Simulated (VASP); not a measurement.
Set up this calculation in VASP 6.6.1, as the native input.

| Property | Result |
| --- | --- |
| Task | single point |
| Functional | PBEsol |
| Potentials or basis | VASP PAW PBE potentials, release 64 (Mg, O) |
| Cutoff | 520 eV |
| k mesh | 12 × 12 × 2 |
| Occupations | gaussian, width 0.02 eV |
| Spin | no spin polarisation |
| Dipole correction | no |
| Further INCAR settings | LREAL = Auto; ALGO = Normal; EDIFF = 1e-06; NBANDS = 46 |

The structure of MgO lies in POSCAR:

```
MgO
1.0
    2.9559189001      0.0000000000      0.0000000000
   -1.4779594500      2.5599008590      0.0000000000
    0.0000000000      0.0000000000     20.1116695433
Mg O
8 8
Direct
    0.0000000000      0.0000000000     -0.0018984237
    0.3333333333      0.6666666667      0.1268984237
    0.0000000000      0.0000000000      0.2519347410
    0.6666666667      0.3333333333      0.3768886756
    0.0000000000      0.0000000000      0.5018566321
    0.3333333333      0.6666666667      0.6231433679
    0.6666666667      0.3333333333      0.7481113244
    0.3333333333      0.6666666667      0.8730652590
    0.6666666667      0.3333333333      0.0625000000
    0.6666666667      0.3333333333      0.1914634355
    0.3333333333      0.6666666667      0.3124275665
    0.3333333333      0.6666666667      0.4413636181
    0.6666666667      0.3333333333      0.5625000000
    0.0000000000      0.0000000000      0.6836363819
    0.0000000000      0.0000000000      0.8125724335
    0.6666666667      0.3333333333      0.9335365645
```

The input as run:

INCAR

```
ALGO     = Normal         # electronic algorithm
EDIFF    = 1E-6           # SCF threshold, eV
ENCUT    = 520            # plane-wave cutoff, eV
GGA      = PS             # functional
ISIF     = 2              # what is computed and relaxed
ISMEAR   = 0              # smearing method
LASPH    = True           # aspherical terms in the spheres
LCHARG   = False          # write CHGCAR
LREAL    = Auto         
LWAVE    = False          # write WAVECAR
NBANDS   = 46             # bands
NELM     = 80             # most SCF steps
PREC     = Accurate       # precision mode
SIGMA    = 0.02           # smearing width, eV
```

KPOINTS

```
k-points
0
Gamma
  12 12 2
```

Potentials or basis: VASP PAW PBE potentials, release 64 (Mg, O).

Launch:

```console
$ cat potpaw_PBE.64/Mg/POTCAR potpaw_PBE.64/O/POTCAR > POTCAR
$ mpirun -np 1 vasp_std > vasp.out
```

Results of the run:

```json
{
 "Pressure": "-0.5 GPa",
 "Largest force": "0.004 eV/Å",
 "Band gap on the k mesh": "3.70 eV, indirect (least direct gap 3.74 eV)"
}
```

Caveat: the PAW data sets were made with another functional, which shifts forces and pressure a little.

Wall time 5.2 min on 1 thread of AMD EPYC 9R45 96-Core Processor (Zen 5), with other jobs on the host, peak memory 0.33 GiB.
